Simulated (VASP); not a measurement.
# Na (P6_3/mmc) in VASP: a series of runs

Runs on Na. Level: PBEsol. Tasks: single point.

Everything below comes from runs of VASP 6.6.1. Logs are shortened: lines on timing, memory, paths and dates and some standing lists are left out, and cuts for length are marked.

## 1. The cell of the first run

The structure is hexagonal, space group P6_3/mmc (No. 194). Conventional cell: a = 3.716 Å, b = 3.716 Å, c = 6.071 Å, α = 90.00°, β = 90.00°, γ = 120.00°. Na (site symmetry -6m2) has 12 Na at 3.72 Å within 4.9 Å.

## 2. Single point, PBEsol

Contents of INCAR:

```
SYSTEM = Na
PREC = Accurate
ENCUT = 520
EDIFF = 1E-6
ISMEAR = -1
SIGMA = 0.05
LREAL = .FALSE.
LASPH = .TRUE.
NELM = 80
ALGO = Normal
ISIF = 2
LWAVE = .FALSE.
LCHARG = .TRUE.
GGA = PS
LELF = .TRUE.
LVHAR = .TRUE.
NBANDS = 14
```

Contents of KPOINTS:

```
Automatic mesh
0
G
  8 8 5
  0 0 0
```

Contents of POSCAR:

```
Na
1.0
    3.7160883536      0.0000000000      0.0000000000
   -1.8580441768      3.2182269170      0.0000000000
    0.0000000000      0.0000000000      6.0708276422
Na
2
Direct
    0.6666666667      0.3333333333      0.7500000000
    0.3333333333      0.6666666667      0.2500000000
```

Potentials or basis: VASP PAW PBE potentials, release 64 (Na_pv).

Launch:

```sh
$ cat potpaw_PBE.64/Na_pv/POTCAR > POTCAR
$ mpirun -np 1 vasp_std > vasp.out
```

OUTCAR:

```text
SYSTEM = Na
   PREC = Accurate
   ENCUT = 520
   EDIFF = 1E-6
   ISMEAR = -1
   LREAL = .FALSE.
   LASPH = .TRUE.
   NELM = 80
   ISIF = 2
   GGA = PS

 ion  position               nearest neighbor table
   1  0.667  0.333  0.750-
   2  0.333  0.667  0.250-

  LATTYP: Found a hexagonal cell.
 ALAT       =     3.7160883536
 C/A-ratio  =     1.6336607380

  Lattice vectors:

 A1 = (   3.7160883536,   0.0000000000,   0.0000000000)
 A2 = (  -1.8580441768,   3.2182269170,   0.0000000000)
 A3 = (   0.0000000000,   0.0000000000,   6.0708276422)

Analysis of symmetry for initial positions (statically):
=====================================================================
 Subroutine PRICEL returns:
 Original cell was already a primitive cell.

 Routine SETGRP: Setting up the symmetry group for a
 hexagonal supercell.

 Subroutine GETGRP returns: Found 24 space group operations
 (whereof 12 operations were pure point group operations)
 out of a pool of 24 trial point group operations.

The static configuration has the point symmetry D_3d.
 The point group associated with its full space group is D_6h.

Analysis of symmetry for dynamics (positions and initial velocities):
=====================================================================
 Subroutine PRICEL returns:
 Original cell was already a primitive cell.

 Routine SETGRP: Setting up the symmetry group for a
 hexagonal supercell.

 Subroutine GETGRP returns: Found 24 space group operations
 (whereof 12 operations were pure point group operations)
 out of a pool of 24 trial point group operations.

The dynamic configuration has the point symmetry D_3d.
 The point group associated with its full space group is D_6h.

 Subroutine INISYM returns: Found 24 space group operations
 (whereof 12 operations are pure point group operations),
 and found     1 'primitive' translations

----------------------------------------------------------------------------------------

                                     Primitive cell

  volume of cell :      72.6023

  direct lattice vectors                    reciprocal lattice vectors
     3.716088354  0.000000000  0.000000000     0.269100168  0.155365054  0.000000000
    -1.858044177  3.218226917  0.000000000     0.000000000  0.310730109  0.000000000
     0.000000000  0.000000000  6.070827642     0.000000000  0.000000000  0.164722186

  length of vectors
     3.716088354  3.716088354  6.070827642     0.310730109  0.310730109  0.164722186

  position of ions in fractional coordinates (direct lattice)
     0.666666667  0.333333333  0.750000000
     0.333333333  0.666666667  0.250000000

  ion indices of the primitive-cell ions
   primitive index   ion index
                 1           1
                 2           2

----------------------------------------------------------------------------------------

 KPOINTS: Automatic mesh

Automatic generation of k-mesh.
 Grid dimensions read from file:
 generate k-points for:    8    8    5

 Generating k-lattice:

  Cartesian coordinates                     Fractional coordinates (reciprocal lattice)
     0.033637521  0.019420632  0.000000000     0.125000000  0.000000000  0.000000000
     0.000000000  0.038841264  0.000000000     0.000000000  0.125000000  0.000000000
     0.000000000  0.000000000  0.032944437     0.000000000  0.000000000  0.200000000

  Length of vectors
     0.038841264  0.038841264  0.032944437

  Shift w.r.t. Gamma in fractional coordinates (k-lattice)
     0.000000000  0.000000000  0.000000000

 Subroutine IBZKPT returns following result:
 ===========================================

 Found     30 irreducible k-points:

 Following reciprocal coordinates:
            Coordinates               Weight
  0.000000  0.000000  0.000000      1.000000
  0.125000  0.000000  0.000000      6.000000
  0.250000  0.000000  0.000000      6.000000
  0.375000 -0.000000  0.000000      6.000000
  0.500000  0.000000  0.000000      3.000000
  0.125000  0.125000  0.000000      6.000000
[... 16 lines left out ...]
  0.250000  0.000000  0.400000     12.000000
  0.375000 -0.000000  0.400000     12.000000
 [... further k-points ...]
   k-points           NKPTS =     30   k-points in BZ     NKDIM =     30   number of bands    NBANDS=     14
   number of dos      NEDOS =    301   number of ions     NIONS =      2
   total plane-waves  NPLWV =  37632
   dimension x,y,z NGX =    28 NGY =   28 NGZ =   48
   dimension x,y,z NGXF=    56 NGYF=   56 NGZF=   96
   ions per type =               2
   NGX,Y,Z   is equivalent  to a cutoff of  12.53, 12.53, 13.14 a.u.
   NGXF,Y,Z  is equivalent  to a cutoff of  25.05, 25.05, 26.29 a.u.
 SYSTEM =  Na
   PREC   = accura    normal or accurate (medium, high low for compatibility)
   ISTART =      0    job   : 0-new  1-cont  2-samecut
   ICHARG =      2    charge: 1-file 2-atom 10-const
   ISPIN  =      1    spin polarized calculation?
   LNONCOLLINEAR =      F non collinear calculations
   LSORBIT =      F    spin-orbit coupling
   LASPH  =      T    aspherical Exc in radial PAW
   ENCUT  =  520.0 eV  38.22 Ry    6.18 a.u.   6.91  6.91 11.29*2*pi/ulx,y,z
   NELM   =     80;   NELMIN=  2; NELMDL= -5     # of ELM steps
   EDIFF  = 0.1E-05   stopping-criterion for ELM
   LREAL  =      F    real-space projection
   EDIFFG = 0.1E-04   stopping-criterion for IOM
   NSW    =      0    number of steps for IOM
   IBRION =     -1    ionic relax: 0-MD 1-quasi-New 2-CG
   NFREE  =      0    steps in history (QN), initial steepest desc. (CG)
   ISIF   =      2    stress and relaxation
   ISYM   =      2    0-nonsym 1-usesym 2-fastsym
   POTIM  = 0.5000    time-step for ionic-motion
   TEBEG  =    0.0;   TEEND  =   0.0 temperature during run
   PSTRESS=    0.0 pullay stress
   NELECT =      14.0000    total number of electrons
   NUPDOWN=      -1.0000    fix difference up-down
   EMIN   =  10.00;   EMAX   =-10.00  energy-range for DOS
   EFERMI =   0.00;   METHOD = LEGACY
   ISMEAR =    -1;   SIGMA  =   0.05  broadening in eV -4-tet -1-fermi 0-gaus
   EFERMI_NEDOS =   21; number of points for ismear=-14 and -15
   IALGO  =     38    algorithm
   IMIX   =      4    mixing-type and parameters
     AMIX     =   0.40;   BMIX     =  1.00
     AMIX_MAG =   1.60;   BMIX_MAG =  1.00
  volume/ion in A,a.u.               =      36.30       244.97
  Fermi-wavevector in a.u.,A,eV,Ry     =   0.945803  1.787308 12.170998  0.894543
  Thomas-Fermi vector in A             =   2.073740
   LORBIT       =      0    0 simple, 1 ext, 2 COOP (PROOUT), +10 PAW based schemes
   GGA     = PS    functional components
   LHFCALC =     F    Hartree Fock is set to
   AEXX    =    0.0000 exact exchange contribution
   IVDW    =     0    specifies the selected vdW correction
   LEPSILON=     F    determine dielectric tensor
   LRPA    =     F    only Hartree local field effects (RPA)
 non-spin polarized calculation
  energy-cutoff  :      520.00
  volume of cell :       72.60
 maximum number of plane-waves:      1972
 NGX is ok and might be reduce to    28
   NGX = 13   NGY = 13   NGZ = 23

 number of electron      13.9999990 magnetization

 Free energy of the ion-electron system (eV)
  ---------------------------------------------------
  ext. energy  EPLUGINS =         0.00000000
  ---------------------------------------------------
  free energy    TOTEN  =        -2.79938289 eV

  energy without entropy =       -2.79294581  energy(sigma->0) =       -2.79616435

 E-fermi :   0.3186     XC(G=0):  -6.5564

 val. band max:        0.1650616301   @ k =   0.3750   0.1250   0.2000
 cond. band min:       0.3387131460   @ k =   0.1250   0.1250   0.2000
 fundamental gap:      0.1736515159
 Fermi energy:         0.3185611264

 k-point     1 :       0.0000    0.0000    0.0000
  band No.  band energies     occupation
      1     -24.4376      2.00000
      2     -24.4046      2.00000
      3     -24.4046      2.00000
      4     -24.3994      2.00000
      5     -24.3993      2.00000
      6     -24.3993      2.00000
      7      -2.9583      2.00000
      8       0.9100      0.00001
      9       1.3522      0.00000
     10      10.4637      0.00000
     11      10.4638      0.00000
     12      10.8580      0.00000
     13      10.8580      0.00000
     14      10.9572      0.00000

 k-point     2 :       0.1250    0.0000    0.0000
  band No.  band energies     occupation
      1     -24.4357      2.00000
      2     -24.4088      2.00000
      3     -24.4059      2.00000
      4     -24.4036      2.00000
      5     -24.4001      2.00000
      6     -24.4000      2.00000
      7      -2.7238      2.00000
      8       1.1178      0.00000
      9       1.5790      0.00000
     10       7.8164      0.00000
     11       9.3211      0.00000
     12       9.6458      0.00000
     13      11.2436      0.00000
     14      11.7592      0.00000

 k-point     3 :       0.2500    0.0000    0.0000
  band No.  band energies     occupation
      1     -24.4307      2.00000
      2     -24.4191      2.00000
      3     -24.4139      2.00000
      4     -24.4090      2.00000
      5     -24.4023      2.00000
      6     -24.4018      2.00000
      7      -2.0269      2.00000
      8       1.7428      0.00000
      9       2.2288      0.00000
     10       5.1365      0.00000
     11       8.1400      0.00000
     12       8.3706      0.00000
     13       8.5110      0.00000
     14      10.2503      0.00000

 k-point     4 :       0.3750   -0.0000    0.0000
  band No.  band energies     occupation
      1     -24.4295      2.00000
      2     -24.4243      2.00000
      3     -24.4239      2.00000
      4     -24.4120      2.00000
      5     -24.4058      2.00000
      6     -24.4038      2.00000
      7      -0.8865      2.00000
      8       2.4776      0.00000
      9       2.7898      0.00000
     10       3.6254      0.00000
     11       6.1728      0.00000
     12       6.5402      0.00000
     13       7.7992      0.00000
     14       9.0291      0.00000

 k-point     5 :       0.5000    0.0000    0.0000
  band No.  band energies     occupation
      1     -24.4339      2.00000
      2     -24.4280      2.00000
      3     -24.4207      2.00000
      4     -24.4133      2.00000
      5     -24.4083      2.00000
      6     -24.4046      2.00000
      7       0.6000      0.00716
      8       0.7376      0.00046
      9       4.2446      0.00000
     10       4.2853      0.00000
     11       4.7901      0.00000
[... 276 lines left out ...]
 k-point    22 :       0.1250    0.0000    0.4000
  band No.  band energies     occupation
      1     -24.4244      2.00000
      2     -24.4142      2.00000
      3     -24.4061      2.00000
      4     -24.4039      2.00000
      5     -24.4037      2.00000
      6     -24.4020      2.00000
      7      -2.0551      2.00000
      8      -1.2316      2.00000
      9       5.0527      0.00000
     10       7.2548      0.00000
     11       8.4124      0.00000
     12       9.0155      0.00000
     13       9.8634      0.00000
     14      10.5333      0.00000

 k-point    23 :       0.2500    0.0000    0.4000
  band No.  band energies     occupation
      1     -24.4264      2.00000
      2     -24.4213      2.00000
      3     -24.4117      2.00000
      4     -24.4066      2.00000
      5     -24.4065      2.00000
      6     -24.4043      2.00000
      7      -1.3673      2.00000
      8      -0.5550      2.00000
      9       5.3088      0.00000
     10       6.0159      0.00000
     11       6.3473      0.00000
     12       7.9108      0.00000
     13       8.9223      0.00000
     14       9.6127      0.00000

 k-point    24 :       0.3750   -0.0000    0.4000
  band No.  band energies     occupation
      1     -24.4331      2.00000
      2     -24.4305      2.00000
      3     -24.4124      2.00000
      4     -24.4092      2.00000
      5     -24.4077      2.00000
      6     -24.4066      2.00000
      7      -0.2420      1.99997
      8       0.5493      0.01962
      9       3.2898      0.00000
     10       4.0491      0.00000
     11       6.7008      0.00000
     12       8.3134      0.00000
     13       8.3490      0.00000
     14       9.0360      0.00000

 [... further k-points ...]

------------------------ aborting loop because EDIFF is reached ----------------------------------------

  FORCE on cell =-STRESS in cart. coord.  units (eV):
  Direction    XX          YY          ZZ          XY          YZ          ZX
  --------------------------------------------------------------------------------------
  -------------------------------------------------------------------------------------
  Total        0.0563725      0.0563725     -0.0592945     -0.0000000      0.0000000      0.0000000
  in kB        1.2440206      1.2440206     -1.3085011     -0.0000000      0.0000000      0.0000000
  external PRESSURE =       0.3931800 kB  Pullay stress =       0.0000000 kB

 VOLUME and BASIS-vectors are now :
 -----------------------------------------------------------------------------
  energy-cutoff  :      520.00
  volume of cell :       72.60
      direct lattice vectors                 reciprocal lattice vectors
     3.716088354  0.000000000  0.000000000     0.269100168  0.155365054  0.000000000
    -1.858044177  3.218226917  0.000000000     0.000000000  0.310730109  0.000000000
     0.000000000  0.000000000  6.070827642     0.000000000  0.000000000  0.164722186

 POSITION                                       TOTAL-FORCE (eV/Angst)
 -----------------------------------------------------------------------------------
      1.85804      1.07274      4.55312        -0.000000      0.000000      0.000000
     -0.00000      2.14548      1.51771         0.000000      0.000000      0.000000
 -----------------------------------------------------------------------------------
    total drift:                                0.000000     -0.000000      0.000000

  FREE ENERGIE OF THE ION-ELECTRON SYSTEM (eV)
  ---------------------------------------------------
  free  energy   TOTEN  =        -2.7993828858 eV

  energy  without entropy=       -2.7929458088  energy(sigma->0) =       -2.79616435
```

It took 9.4 s on 1 thread of Intel Xeon 6975P-C (Granite Rapids), shared host; peak memory 0.18 GiB.

What came out:

* Free energy: -2.7994 eV
* Pressure: 0.0 GPa
* Band gap on the k mesh: zero (band 7 reaches 1.82 eV, above the bottom of band 8 at -1.46 eV)

Levels at points of the mesh, in eV from the Fermi level:
```
           k point  band 4  band 5  band 6  band 7  band 8  band 9  band 10  band 11
(0.00, 0.00, 0.00)  -24.72  -24.72  -24.72   -3.28    0.59    1.03    10.15    10.15
(0.50, 0.00, 0.00)  -24.73  -24.73  -24.72    0.28    0.42    3.93     3.97     4.47
```

Caveat: the PAW data sets were made with another functional, which shifts forces and pressure a little.

(Part 1 of 2 ends here.)
